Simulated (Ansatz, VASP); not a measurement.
## W in VASP and in Ansatz

The input INCAR:

```
PREC = Accurate
ENCUT = 500
EDIFF = 1E-6
ISMEAR = 0
SIGMA = 0.15
LREAL = F
LASPH = T
NELM = 120
ALGO = Normal
ISIF = 2
LWAVE = F
LCHARG = T
GGA = PS
LELF = T
LVHAR = T
NBANDS = 13
GGA_COMPAT = F
```

File KPOINTS:

```
regular mesh
0
Gamma
  22 22 22
```

The input POSCAR:

```
W
1.0
    0.0000000000      2.2545963455      1.6555500965
    2.2545963455      0.0000000000      1.6555500965
    2.2545963455      2.2545963455      0.0000000000
W
1
Direct
    0.0000000000      0.0000000000      0.0000000000
```

Input for Ansatz:

```yaml
crystal:
  lattice:
    - [0.0, 2.2545963455, 1.6555500965]
    - [2.2545963455, 0.0, 1.6555500965]
    - [2.2545963455, 2.2545963455, 0.0]
  atoms:
    - { symbol: W, position: [0.0, 0.0, 0.0] }
basis:
  ecutwfc: 420
kpoints:
  mp_grid: { grid: [22, 22, 22] }
hamiltonian:
  xc: pbesol
  pseudopotentials: { kind: paw, azcp: { folder: soft_1 } }
scf:
  occupations: { method: gaussian, width: 0.15 }
output:
  forces: true
  stress: true
  eigenvalues: true
```

Alike in both runs: task single point; functional PBEsol; k mesh 22 × 22 × 22; occupations gaussian, width 0.15 eV; no spin polarisation.

|  | VASP | Ansatz |
| --- | --- | --- |
| version | VASP 6.6.1 | Ansatz 0.2.0 |
| potentials or method | VASP PAW PBE potentials, release 64 (W_sv), cutoff 500 eV | scalar-relativistic, plane waves, PAW |
| valence electrons in the cell | 14 | 14 |

```tsv
	VASP	Ansatz	Ansatz less VASP
gap on the k mesh at the Fermi level (eV)	none	none	-
pressure (GPa)	-19.0	-19.3	-0.36
traceless stress, the component that is largest in VASP (GPa)	-6.58	-6.58	-0.002
```

VASP's potentials were made for PBE, not for PBEsol, and Ansatz warns of the same on its side. A gap of «none» marks a metal or a gap that the smearing closes. The functional is the same, so the differences come from potentials, cutoffs and numerics.

Spin-orbit coupling is off throughout.
